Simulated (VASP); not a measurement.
Runs of VASP 6.6.1 on SrTl. The structure is that of space group Pm-3m (No. 221), or close to it. The cells are those of the table. 

```csv
task,cell,gap on the mesh (eV),pressure (GPa)
single point,"a = 4.019 Å, 2 atoms",none,-1.5
electric field gradients,"a = 3.950 Å, 2 atoms",none,0.1
single point,"a = 4.045 Å, 2 atoms",none,(b)
single point,"a = 4.085 Å, 2 atoms",none,(a)
single point,"a = 4.032 Å, angles 88.8°, 2 atoms",none,-1.7
single point,"a = 4.032 Å, angles 90.6°, 2 atoms",none,-1.8
single point,"a = 4.005 Å, 2 atoms",none,-1.2
single point,"a = 4.032 Å, 2 atoms",none,-1.8
```

Alike in all rows: level LDA; potentials or basis VASP PAW LDA potentials, release 64 (Sr_sv, Tl_d); no spin polarisation; k mesh 8 × 8 × 8; cutoff (eV) 520; smearing fermi-dirac 0.05 eV.

Task: Fill in the values left out.

Result: (a) -2.7; (b) -2.0.

Caveats: spin-orbit coupling is left out, which moves the levels of the heavy elements.

A k mesh can miss the band edges, and the runs leave out spin-orbit coupling on Sr, Tl.

A gap of «none» marks levels without a gap at the run's occupations.
